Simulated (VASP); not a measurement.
# Zr4Si3B in VASP: further runs

Zr4Si3B is run at these levels: PBE; tasks: single point.

All numbers are computed with VASP 6.6.1; they aren't measurements. Logs are shortened: lines on timing, memory, paths and dates and some standing lists are left out, and cuts for length are marked.

## (1) The cell of the first run

The cell holds a disordered packing, 16 atoms: a = 6.617 Å, b = 6.592 Å, c = 6.613 Å, α = 91.69°, β = 94.88°, γ = 88.05°.

## (2) Single point, PBE

INCAR

```
SYSTEM = Zr4Si3B
  ALGO = Normal
  EDIFF = 1E-6
  ENCUT = 420
  GGA = PE
  GGA_COMPAT = .False.
  ISIF = 2
  ISMEAR = -1
  ISYM = -1
  LASPH = .True.
  LCHARG = .False.
  LREAL = Auto
  LWAVE = .False.
  NBANDS = 77
  NELM = 120
  PREC = Accurate
  SIGMA = 0.05
```

KPOINTS

```
explicit points
1
Reciprocal
  0.25000000   0.25000000   0.25000000 1
```

POSCAR

```
Zr4Si3B
1.0
    6.6097110000      0.1103130000     -0.2811180000
    0.1103130000      6.5904890000     -0.0948210000
   -0.2811180000     -0.0948210000      6.6059640000
Zr Si B
8 6 2
Direct
    0.1789963152      0.5575160134      0.7827039796
    0.8549326102      0.8455325922      0.6136238695
    0.5729285567      0.0864323010      0.3751868958
    0.4206833209      0.2002331199     -0.0192677468
    0.6119395371      0.5625281158      0.2367961281
    0.8936562502      0.8756917767      0.0774398449
    0.6810073453      0.4387395870      0.7224916983
    0.1278408988      0.1622456718      0.4452265672
    0.0840736707      0.5608882332      0.2985114066
    0.8289037655      0.2698383777      0.1142439035
    0.0077089460      0.1906641608      0.8316032437
    0.4356556075      0.7590300634      0.5410274144
    0.2853769459      0.8495014383      0.1951642746
    0.5077333051      0.7894421339      0.9099280081
    0.3600525726      0.4618199135      0.4578262136
    0.1950271078      0.9253916974      0.8732224694
```

Potentials or basis: VASP PAW PBE potentials, release 64 (Zr_sv, Si, B).

On the command line:

```console
$ cat potpaw_PBE.64/Zr_sv/POTCAR potpaw_PBE.64/Si/POTCAR potpaw_PBE.64/B/POTCAR > POTCAR
$ mpirun -np 1 vasp_std > vasp.out
```

OUTCAR:

```text
SYSTEM = Zr4Si3B
   EDIFF = 1E-6
   ENCUT = 420
   GGA = PE
   ISIF = 2
   ISMEAR = -1
   ISYM = -1
   LASPH = .True.
   LREAL = Auto
   NELM = 120
   PREC = Accurate

 ion  position               nearest neighbor table
   1  0.179  0.558  0.783-  16 2.48  15 2.60  11 2.74  14 2.76  12 2.82   2 2.98   4 3.06   9 3.21
                            13 3.33   8 3.39   7 3.40   7 3.44   6 3.45   9 3.52
   2  0.855  0.846  0.614-  16 2.77   3 2.82  11 2.83  12 2.85   1 2.98   6 3.06   7 3.08   8 3.10
                            14 3.18   9 3.21   5 3.39   6 3.59
   3  0.573  0.086  0.375-  12 2.67  13 2.68   2 2.82   4 2.83  10 2.84  15 2.87   8 3.04   6 3.26
                             7 3.27   5 3.32   5 3.55   8 3.71
   4  0.421  0.200  0.981-  16 2.44  14 2.78  10 2.82  11 2.83   3 2.83  13 2.95   7 3.03   1 3.06
                             5 3.13   6 3.75   8 3.79   8 3.89
   5  0.612  0.563  0.237-  15 2.43  10 2.52  12 2.69  14 2.69  13 2.82   6 3.09   9 3.12   4 3.13
                             3 3.32   7 3.33   2 3.39   7 3.54   3 3.55
   6  0.894  0.876  0.077-  16 2.54  10 2.63  13 2.64  14 2.77   9 2.78  11 2.84   2 3.06   5 3.09
                             3 3.26   8 3.34   1 3.45   2 3.59   4 3.75   7 3.89
   7  0.681  0.439  0.722-  15 2.64  11 2.73  14 2.84  12 2.85  10 2.93   4 3.03   2 3.08   3 3.27
                             5 3.33   1 3.40   1 3.44   5 3.54   6 3.89
   8  0.128  0.162  0.445-  15 2.54  11 2.74   9 2.83  13 2.83  10 2.91   3 3.04   2 3.10  12 3.34
                             6 3.34   1 3.39   3 3.71   4 3.79   4 3.89
   9  0.084  0.561  0.299-  15 2.12  13 2.50   6 2.78  10 2.78   8 2.83  12 3.02   5 3.12   2 3.21
                             1 3.21   1 3.52
  10  0.829  0.270  0.114-  11 2.33   5 2.52   6 2.63   9 2.78   4 2.82   3 2.84   8 2.91   7 2.93

  11  0.008  0.191  0.832-  16 2.12  10 2.33   7 2.73   8 2.74   1 2.74   2 2.83   4 2.83   6 2.84

  12  0.436  0.759  0.541-  15 2.09  14 2.45  13 2.50   3 2.67   5 2.69   1 2.82   2 2.85   7 2.85
                             9 3.02   8 3.34
  13  0.285  0.850  0.195-  16 2.23  12 2.50   9 2.50  14 2.50   6 2.64   3 2.68   5 2.82   8 2.83
                             4 2.95   1 3.33
  14  0.508  0.789  0.910-  16 2.22  12 2.45  13 2.50   5 2.69   1 2.76   6 2.77   4 2.78   7 2.84
                             2 3.18
  15  0.360  0.462  0.458-  12 2.09   9 2.12   5 2.43   8 2.54   1 2.60   7 2.64   3 2.87
  16  0.195  0.925  0.873-  11 2.12  14 2.22  13 2.23   4 2.44   1 2.48   6 2.54   2 2.77

IMPORTANT INFORMATION: All symmetrisations will be switched off!
NOSYMM: (Re-)initialisation of all symmetry stuff for point group C_1.

----------------------------------------------------------------------------------------

                                     Primitive cell

  volume of cell :     287.1091

  direct lattice vectors                    reciprocal lattice vectors
     6.609711000  0.110313000 -0.281118000     0.151606258 -0.002445299  0.006416532
     0.110313000  6.590489000 -0.094821000    -0.002445299  0.151804592  0.002074920
    -0.281118000 -0.094821000  6.605964000     0.006416532  0.002074920  0.151681200

  length of vectors
     6.616606063  6.592094147  6.612622681     0.151761684  0.151838463  0.151831037

  position of ions in fractional coordinates (direct lattice)
     0.178996315  0.557516013  0.782703980
     0.854932610  0.845532592  0.613623870
     0.572928557  0.086432301  0.375186896
     0.420683321  0.200233120  0.980732253
     0.611939537  0.562528116  0.236796128
     0.893656250  0.875691777  0.077439845
[... 8 lines left out ...]
     0.360052573  0.461819914  0.457826214
     0.195027108  0.925391697  0.873222469

  ion indices of the primitive-cell ions
   primitive index   ion index
                 1           1
                 2           2
                 3           3
                 4           4
                 5           5
                 6           6
[... 8 lines left out ...]
                15          15
                16          16

----------------------------------------------------------------------------------------

 KPOINTS: explicit points

Read explicit list of k-points.

 Found      1 k-points:

 Following reciprocal coordinates:
            Coordinates               Weight
  0.250000  0.250000  0.250000      1.000000
   k-points           NKPTS =      1   k-points in BZ     NKDIM =      1   number of bands    NBANDS=     77
   number of dos      NEDOS =    301   number of ions     NIONS =     16
   total plane-waves  NPLWV = 110592
   dimension x,y,z NGX =    48 NGY =   48 NGZ =   48
   dimension x,y,z NGXF=    96 NGYF=   96 NGZF=   96
   ions per type =               8   6   2
   NGX,Y,Z   is equivalent  to a cutoff of  12.06, 12.11, 12.07 a.u.
   NGXF,Y,Z  is equivalent  to a cutoff of  24.12, 24.21, 24.14 a.u.
 SYSTEM =  Zr4Si3B
   PREC   = accura    normal or accurate (medium, high low for compatibility)
   ISTART =      0    job   : 0-new  1-cont  2-samecut
   ICHARG =      2    charge: 1-file 2-atom 10-const
   ISPIN  =      1    spin polarized calculation?
   LNONCOLLINEAR =      F non collinear calculations
   LSORBIT =      F    spin-orbit coupling
   LASPH  =      T    aspherical Exc in radial PAW
   ENCUT  =  420.0 eV  30.87 Ry    5.56 a.u.  11.06 11.02 11.05*2*pi/ulx,y,z
   NELM   =    120;   NELMIN=  2; NELMDL= -5     # of ELM steps
   EDIFF  = 0.1E-05   stopping-criterion for ELM
   LREAL  =      T    real-space projection
   EDIFFG = 0.1E-04   stopping-criterion for IOM
   NSW    =      0    number of steps for IOM
   IBRION =     -1    ionic relax: 0-MD 1-quasi-New 2-CG
   NFREE  =      0    steps in history (QN), initial steepest desc. (CG)
   ISIF   =      2    stress and relaxation
   ISYM   =     -1    0-nonsym 1-usesym 2-fastsym
   POTIM  = 0.5000    time-step for ionic-motion
   TEBEG  =    0.0;   TEEND  =   0.0 temperature during run
   PSTRESS=    0.0 pullay stress
   NELECT =     126.0000    total number of electrons
   NUPDOWN=      -1.0000    fix difference up-down
   EMIN   =  10.00;   EMAX   =-10.00  energy-range for DOS
   EFERMI =   0.00;   METHOD = LEGACY
   ISMEAR =    -1;   SIGMA  =   0.05  broadening in eV -4-tet -1-fermi 0-gaus
   EFERMI_NEDOS =   21; number of points for ismear=-14 and -15
   IALGO  =     38    algorithm
   IMIX   =      4    mixing-type and parameters
     AMIX     =   0.40;   BMIX     =  1.00
     AMIX_MAG =   1.60;   BMIX_MAG =  1.00
  volume/ion in A,a.u.               =      17.94       121.09
  Fermi-wavevector in a.u.,A,eV,Ry     =   1.244083  2.350976 21.058314  1.547742
  Thomas-Fermi vector in A             =   2.378365
   LORBIT       =      0    0 simple, 1 ext, 2 COOP (PROOUT), +10 PAW based schemes
   GGA     = PE    functional components
   LHFCALC =     F    Hartree Fock is set to
   AEXX    =    0.0000 exact exchange contribution
   IVDW    =     0    specifies the selected vdW correction
   LEPSILON=     F    determine dielectric tensor
   LRPA    =     F    only Hartree local field effects (RPA)
 non-spin polarized calculation
  energy-cutoff  :      420.00
  volume of cell :      287.11
 maximum number of plane-waves:      5623
 NGX is ok and might be reduce to    48
   NGX = 23   NGY = 23   NGZ = 23

 number of electron     126.0000000 magnetization

 Free energy of the ion-electron system (eV)
  ---------------------------------------------------
  ext. energy  EPLUGINS =         0.00000000
  ---------------------------------------------------
  free energy    TOTEN  =      -117.55999829 eV

  energy without entropy =     -117.49240927  energy(sigma->0) =     -117.52620378

 E-fermi :   8.9945     XC(G=0): -11.0762

 val. band max:        8.8768840300   @ k =   0.2500   0.2500   0.2500
 cond. band min:       9.1195165135   @ k =   0.2500   0.2500   0.2500
 fundamental gap:      0.2426324835
 Fermi energy:         8.9944567751

 k-point     1 :       0.2500    0.2500    0.2500
  band No.  band energies     occupation
      1     -40.0373      2.00000
      2     -39.8384      2.00000
      3     -39.6637      2.00000
      4     -39.5360      2.00000
      5     -39.4821      2.00000
      6     -39.4470      2.00000
[... 67 lines left out ...]
     74      11.0402      0.00000
     75      11.0554      0.00000
 [bands above 75 left out]

------------------------ aborting loop because EDIFF is reached ----------------------------------------

  FORCE on cell =-STRESS in cart. coord.  units (eV):
  Direction    XX          YY          ZZ          XY          YZ          ZX
  --------------------------------------------------------------------------------------
  -------------------------------------------------------------------------------------
  Total       -4.0846521      6.1263015      1.0848723      4.4772219     -2.8954805     -1.0893353
  in kB      -22.7939000     34.1870744      6.0539968     24.9845875    -16.1578740     -6.0789020
  external PRESSURE =       5.8157237 kB  Pullay stress =       0.0000000 kB

 VOLUME and BASIS-vectors are now :
 -----------------------------------------------------------------------------
  energy-cutoff  :      420.00
  volume of cell :      287.11
      direct lattice vectors                 reciprocal lattice vectors
     6.609711000  0.110313000 -0.281118000     0.151606258 -0.002445299  0.006416532
     0.110313000  6.590489000 -0.094821000    -0.002445299  0.151804592  0.002074920
    -0.281118000 -0.094821000  6.605964000     0.006416532  0.002074920  0.151681200

 POSITION                                       TOTAL-FORCE (eV/Angst)
 -----------------------------------------------------------------------------------
      1.02458      3.61983      5.06733        -0.707876     -0.173732     -0.287736
      5.57163      5.60860      3.73307        -0.031060      0.202537      0.515637
      3.69096      0.59726      2.30921         0.604073      0.265213     -0.433970
      2.52698      1.27305      6.34143        -0.297259     -0.249095      0.625587
      4.04023      3.75239      1.33890         0.462648      1.000913      0.763234
      5.98164      5.86248      0.17731         0.429367     -0.091885     -0.475757
[... 8 lines left out ...]
      2.30209      3.03993      2.87938         0.420023     -0.419054      0.236362
      1.14568      6.03750      5.62590        -0.185939     -0.464777     -0.128023
 -----------------------------------------------------------------------------------
    total drift:                               -0.001343     -0.002220     -0.001130

  FREE ENERGIE OF THE ION-ELECTRON SYSTEM (eV)
  ---------------------------------------------------
  free  energy   TOTEN  =      -117.5599982946 eV

  energy  without entropy=     -117.4924092677  energy(sigma->0) =     -117.52620378
```

Wall time 61 s (1 thread of Intel Xeon 6975P-C (Granite Rapids), shared host); peak memory 0.31 GiB.

What came out:

| Quantity | Value |
| --- | --- |
| Free energy | -117.5600 eV |
| Pressure | 0.6 GPa |
| Largest force | 1.341 eV/Å |

Forces in eV/Å, atoms in the order of the input:
```
Zr  -0.708 -0.174 -0.288
Zr  -0.031  0.203  0.516
Zr   0.604  0.265 -0.434
Zr  -0.297 -0.249  0.626
Zr   0.463  1.001  0.763
Zr   0.429 -0.092 -0.476
Zr  -0.656  0.212  0.029
Zr  -0.424 -0.028  0.130
Si  -0.674 -0.364  0.090
Si   0.352 -0.311  0.215
Si   0.866 -0.651 -0.726
Si  -0.087 -0.012  0.439
Si  -0.032  0.636 -0.509
Si  -0.040  0.447 -0.483
B    0.420 -0.419  0.236
B   -0.186 -0.465 -0.128
```

Caveat: the atoms stand as in a frame of molecular dynamics.

## (3) Single point, PBE

INCAR

```
SYSTEM = Zr4Si3B
ALGO = Normal
EDIFF = 1E-6
ENCUT = 420
GGA = PE
GGA_COMPAT = .False.
ISIF = 2
ISMEAR = -1
ISYM = -1
LASPH = .True.
LCHARG = .False.
LREAL = Auto
LWAVE = .False.
NBANDS = 77
NELM = 120
PREC = Accurate
SIGMA = 0.05
```

KPOINTS is that of step 2.

POSCAR

```
Zr4Si3B
1.0
    6.6097110000      0.1103130000     -0.2811180000
    0.1103130000      6.5904890000     -0.0948210000
   -0.2811180000     -0.0948210000      6.6059640000
Zr Si B
8 6 2
Direct
    0.1966175453      0.5294070395      0.7950954071
    0.8657934068      0.8307179244      0.6112528944
    0.6154238117      0.1253345962      0.3880419365
    0.4544858775      0.1952191365     -0.0226292431
    0.6420698016      0.5715921832      0.2535265589
    0.9419359324      0.8700527674      0.0665145040
    0.7036395150      0.4377026593      0.7283423187
    0.1133288465      0.1729270469      0.4407509478
    0.0842250003      0.5626893369      0.3309815084
    0.8643674454      0.2792074723      0.1127043652
    0.0214989871      0.1509868087      0.8079699605
    0.4417326436      0.7647226684      0.5353053340
    0.3194050491      0.8824602553      0.2103134792
    0.5327393563      0.8043157426      0.8964800059
    0.4060487999      0.4320475094      0.4857343763
    0.2313454955      0.8958057523      0.8810851195
```

Potentials or basis: VASP PAW PBE potentials, release 64 (Zr_sv, Si, B).

On the command line:

```console
$ cat potpaw_PBE.64/Zr_sv/POTCAR potpaw_PBE.64/Si/POTCAR potpaw_PBE.64/B/POTCAR > POTCAR
$ mpirun -np 1 vasp_std > vasp.out
```

It took 58 s on 1 thread of Intel Xeon 6975P-C (Granite Rapids), shared host; peak memory 0.31 GiB.

It converged, with:

| Property | Result |
| --- | --- |
| Free energy | -117.4056 eV |
| Pressure | 0.8 GPa |
| Largest force | 1.290 eV/Å |

Forces in eV/Å, atoms in the order of the input:
```
Zr  -0.361  0.427 -0.646
Zr   0.245 -0.260  0.706
Zr  -0.282 -1.110 -0.374
Zr  -0.177 -0.305  0.294
Zr   0.065  0.124 -0.719
Zr  -0.979 -0.016  0.841
Zr  -0.070  1.045  0.643
Zr   0.883  0.239 -0.415
Si   0.342  0.028  0.075
Si   0.469 -0.327 -0.854
Si   0.738  0.562  0.356
Si  -0.100 -0.382  0.608
Si   0.119 -0.057 -0.181
Si   0.259 -0.706 -0.060
B   -0.922  0.786 -0.237
B   -0.229 -0.048 -0.036
```

Stress tensor (GPa, compression positive):
```
-3.92  1.22  0.99
 1.22  2.72 -1.24
 0.99 -1.24  3.53
```

Levels at points of the mesh, in eV from the Fermi level:
```csv
k point,band 61,band 62,band 63,band 64,band 65,band 66
"(0.25, 0.25, 0.25)",-0.44,-0.24,-0.14,0.14,0.28,0.45
```

Caveat: the atoms stand as in a frame of molecular dynamics.

(Continued in part 2 of 2.)
